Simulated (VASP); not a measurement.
# GaSb (F-43m) in VASP: a series of runs, part 2 of 2

VASP 6.6.1. Earlier steps stand in the parts before.

## (3) Density of states, PBE

This run uses another cell than the first one, of 28.62 Å³/atom, 0.943 times its volume.

POSCAR reads:

```
GaSb
1.0
    0.0000000000      3.0590000000      3.0590000000
    3.0590000000      0.0000000000      3.0590000000
    3.0590000000      3.0590000000      0.0000000000
Ga Sb
1 1
Direct
    0.0000000000      0.0000000000      0.0000000000
    0.7500000000      0.7500000000      0.7500000000
```

INCAR.step1 reads:

```
SYSTEM = GaSb
PREC = Accurate
ENCUT = 520
EDIFF = 1E-6
ISMEAR = -1
SIGMA = 0.05
LREAL = .FALSE.
LASPH = .TRUE.
NELM = 60
ALGO = Normal
ISIF = 2
LWAVE = .FALSE.
LCHARG = .TRUE.
GGA = PE
NBANDS = 16
```

KPOINTS.step1 reads:

```
Automatic mesh
0
G
  9 9 9
  0 0 0
```

INCAR.step2 reads:

```
SYSTEM = GaSb
PREC = Accurate
ENCUT = 520
EDIFF = 1E-6
ISMEAR = -5
SIGMA = 0.05
LREAL = .FALSE.
LASPH = .TRUE.
NELM = 60
ALGO = Normal
ISIF = 2
LWAVE = .FALSE.
LCHARG = .FALSE.
GGA = PE
LORBIT = 10
NEDOS = 2001
ICHARG = 11
```

KPOINTS.step2 reads:

```
Automatic mesh
0
G
  14 14 14
  0 0 0
```

Potentials or basis: VASP PAW PBE potentials, release 64 (Ga_d, Sb).

The run is started by

```
$ cat potpaw_PBE.64/Ga_d/POTCAR potpaw_PBE.64/Sb/POTCAR > POTCAR
$ cp INCAR.step1 INCAR
$ cp KPOINTS.step1 KPOINTS
$ mpirun -np 1 vasp_std > vasp.out
$ cp INCAR.step2 INCAR
$ cp KPOINTS.step2 KPOINTS
$ mpirun -np 1 vasp_std > vasp.out
```

OUTCAR:

```text
SYSTEM = GaSb
   PREC = Accurate
   ENCUT = 520
   EDIFF = 1E-6
   ISMEAR = -5
   LREAL = .FALSE.
   LASPH = .TRUE.
   NELM = 60
   ISIF = 2
   GGA = PE
   LORBIT = 10
   ICHARG = 11

 ion  position               nearest neighbor table
   1  0.000  0.000  0.000-   2 2.65   2 2.65   2 2.65   2 2.65
   2  0.750  0.750  0.750-   1 2.65   1 2.65   1 2.65   1 2.65

  LATTYP: Found a face centered cubic cell.
 ALAT       =     6.1180000000

  Lattice vectors:

 A1 = (   0.0000000000,   3.0590000000,   3.0590000000)
 A2 = (   3.0590000000,   0.0000000000,   3.0590000000)
 A3 = (   3.0590000000,   3.0590000000,   0.0000000000)

Analysis of symmetry for initial positions (statically):
=====================================================================
 Subroutine PRICEL returns:
 Original cell was already a primitive cell.

 Routine SETGRP: Setting up the symmetry group for a
 face centered cubic supercell.

 Subroutine GETGRP returns: Found 24 space group operations
 (whereof 24 operations were pure point group operations)
 out of a pool of 48 trial point group operations.

The static configuration has the point symmetry T_d .

Analysis of symmetry for dynamics (positions and initial velocities):
=====================================================================
 Subroutine PRICEL returns:
 Original cell was already a primitive cell.

 Routine SETGRP: Setting up the symmetry group for a
 face centered cubic supercell.

 Subroutine GETGRP returns: Found 24 space group operations
 (whereof 24 operations were pure point group operations)
 out of a pool of 48 trial point group operations.

The dynamic configuration has the point symmetry T_d .

 Subroutine INISYM returns: Found 24 space group operations
 (whereof 24 operations are pure point group operations),
 and found     1 'primitive' translations

----------------------------------------------------------------------------------------

                                     Primitive cell

  volume of cell :      57.2491

  direct lattice vectors                    reciprocal lattice vectors
     0.000000000  3.059000000  3.059000000    -0.163452109  0.163452109  0.163452109
     3.059000000  0.000000000  3.059000000     0.163452109 -0.163452109  0.163452109
     3.059000000  3.059000000  0.000000000     0.163452109  0.163452109 -0.163452109

  length of vectors
     4.326079287  4.326079287  4.326079287     0.283107357  0.283107357  0.283107357

  position of ions in fractional coordinates (direct lattice)
     0.000000000  0.000000000  0.000000000
     0.750000000  0.750000000  0.750000000

  ion indices of the primitive-cell ions
   primitive index   ion index
                 1           1
                 2           2

----------------------------------------------------------------------------------------

 KPOINTS: Automatic mesh

Automatic generation of k-mesh.
 Grid dimensions read from file:
 generate k-points for:   14   14   14

 Generating k-lattice:

  Cartesian coordinates                     Fractional coordinates (reciprocal lattice)
    -0.011675151  0.011675151  0.011675151     0.071428571  0.000000000  0.000000000
     0.011675151 -0.011675151  0.011675151     0.000000000  0.071428571  0.000000000
     0.011675151  0.011675151 -0.011675151     0.000000000  0.000000000  0.071428571

  Length of vectors
     0.020221954  0.020221954  0.020221954

[... 41 lines left out ...]
   dimension x,y,z NGXF=    64 NGYF=   64 NGZF=   64
   ions per type =               1   1
   NGX,Y,Z   is equivalent  to a cutoff of  12.30, 12.30, 12.30 a.u.
   NGXF,Y,Z  is equivalent  to a cutoff of  24.59, 24.59, 24.59 a.u.
 SYSTEM =  GaSb
   PREC   = accura    normal or accurate (medium, high low for compatibility)
   ISTART =      0    job   : 0-new  1-cont  2-samecut
   ICHARG =     11    charge: 1-file 2-atom 10-const
   ISPIN  =      1    spin polarized calculation?
   LNONCOLLINEAR =      F non collinear calculations
   LSORBIT =      F    spin-orbit coupling
   LASPH  =      T    aspherical Exc in radial PAW
   ENCUT  =  520.0 eV  38.22 Ry    6.18 a.u.   8.04  8.04  8.04*2*pi/ulx,y,z
   NELM   =     60;   NELMIN=  2; NELMDL=  0     # of ELM steps
   EDIFF  = 0.1E-05   stopping-criterion for ELM
   LREAL  =      F    real-space projection
   EDIFFG = 0.1E-04   stopping-criterion for IOM
   NSW    =      0    number of steps for IOM
   IBRION =     -1    ionic relax: 0-MD 1-quasi-New 2-CG
   NFREE  =      0    steps in history (QN), initial steepest desc. (CG)
   ISIF   =      2    stress and relaxation
   ISYM   =      2    0-nonsym 1-usesym 2-fastsym
   POTIM  = 0.5000    time-step for ionic-motion
   TEBEG  =    0.0;   TEEND  =   0.0 temperature during run
   PSTRESS=    0.0 pullay stress
   NELECT =      18.0000    total number of electrons
   NUPDOWN=      -1.0000    fix difference up-down
   EMIN   =  10.00;   EMAX   =-10.00  energy-range for DOS
   EFERMI =   0.00;   METHOD = LEGACY
   ISMEAR =    -5;   SIGMA  =   0.05  broadening in eV -4-tet -1-fermi 0-gaus
   EFERMI_NEDOS =   21; number of points for ismear=-14 and -15
   IALGO  =     38    algorithm
   IMIX   =      4    mixing-type and parameters
     AMIX     =   0.40;   BMIX     =  1.00
     AMIX_MAG =   1.60;   BMIX_MAG =  1.00
  volume/ion in A,a.u.               =      28.62       193.17
  Fermi-wavevector in a.u.,A,eV,Ry     =   1.113208  2.103657 16.860766  1.239231
  Thomas-Fermi vector in A             =   2.249790
   LORBIT       =     10    0 simple, 1 ext, 2 COOP (PROOUT), +10 PAW based schemes
   GGA     = PE    functional components
   LHFCALC =     F    Hartree Fock is set to
   AEXX    =    0.0000 exact exchange contribution
   IVDW    =     0    specifies the selected vdW correction
   LEPSILON=     F    determine dielectric tensor
   LRPA    =     F    only Hartree local field effects (RPA)
 non-spin polarized calculation
 Fermi weights with tetrahedron method with Bloechl corrections
  energy-cutoff  :      520.00
  volume of cell :       57.25
 maximum number of plane-waves:      1572

 number of electron      17.9999986 magnetization

 Free energy of the ion-electron system (eV)
  ---------------------------------------------------
  ext. energy  EPLUGINS =         0.00000000
  ---------------------------------------------------
  free energy    TOTEN  =        -7.35246156 eV

  energy without entropy =       -7.35246156  energy(sigma->0) =       -7.35246156

 E-fermi :   4.8737     XC(G=0):  -9.0890

 val. band max:        4.8704335159   @ k =   0.0000   0.0000   0.0000
 cond. band min:       4.9055327477   @ k =   0.0000   0.0000   0.0000
 fundamental gap:      0.0350992318
 Fermi energy:         4.8737433841

 k-point     1 :       0.0000    0.0000    0.0000
  band No.  band energies     occupation
      1     -10.1641      2.00000
      2     -10.1641      2.00000
      3     -10.1641      2.00000
      4     -10.1137      2.00000
      5     -10.1137      2.00000
      6      -6.6066      2.00000
      7       4.8704      2.00000
      8       4.8704      2.00000
      9       4.8704      2.00000
     10       4.9055      0.00000
     11       7.6449      0.00000
     12       7.6449      0.00000
     13       7.6449      0.00000
[... 354 lines left out ...]
  band No.  band energies     occupation
      1     -10.1833      2.00000
      2     -10.1555      2.00000
      3     -10.1547      2.00000
      4     -10.1169      2.00000
      5     -10.1124      2.00000
      6      -5.8646      2.00000
      7       0.8186      2.00000
      8       3.3867      2.00000
      9       3.5325      2.00000
     10       6.6968      0.00000
     11       7.7363      0.00000
     12       9.5740      0.00000
     13       9.5888      0.00000

 [... further k-points ...]
[... 5 lines left out ...]
  --------------------------------------------------------------------------------------
  -------------------------------------------------------------------------------------
  Total        0.8187311      0.8187311      0.8187311      0.0000000      0.0000000     -0.0000000
  in kB       22.9130788     22.9130788     22.9130788      0.0000000      0.0000000     -0.0000000
  external PRESSURE =      22.9130788 kB  Pullay stress =       0.0000000 kB

 VOLUME and BASIS-vectors are now :
 -----------------------------------------------------------------------------
  energy-cutoff  :      520.00
  volume of cell :       57.25
      direct lattice vectors                 reciprocal lattice vectors
     0.000000000  3.059000000  3.059000000    -0.163452109  0.163452109  0.163452109
     3.059000000  0.000000000  3.059000000     0.163452109 -0.163452109  0.163452109
     3.059000000  3.059000000  0.000000000     0.163452109  0.163452109 -0.163452109

 POSITION                                       TOTAL-FORCE (eV/Angst)
 -----------------------------------------------------------------------------------
      0.00000      0.00000      0.00000        -0.000000     -0.000000     -0.000000
      4.58850      4.58850      4.58850         0.000000      0.000000      0.000000
 -----------------------------------------------------------------------------------
    total drift:                               -0.000002     -0.000002     -0.000002

  FREE ENERGIE OF THE ION-ELECTRON SYSTEM (eV)
  ---------------------------------------------------
  free  energy   TOTEN  =        -7.3524615635 eV

  energy  without entropy=       -7.3524615635  energy(sigma->0) =       -7.35246156

 total charge

# of ion       s       p       d       tot
------------------------------------------
    1        0.909   0.766   9.962  11.638
    2        1.129   1.340   0.028   2.497
--------------------------------------------------
tot          2.038   2.106   9.990  14.135
```

It took 58 s on 1 thread of Intel Xeon Platinum 8375C at 2.90GHz (Ice Lake), shared host; peak memory 0.23 GiB.

Results:

```
Valence electrons inside the program's atomic spheres : Ga 11.64; Sb 2.50
```

Caveat: spin-orbit coupling is left out, which moves the levels of the heavy elements.
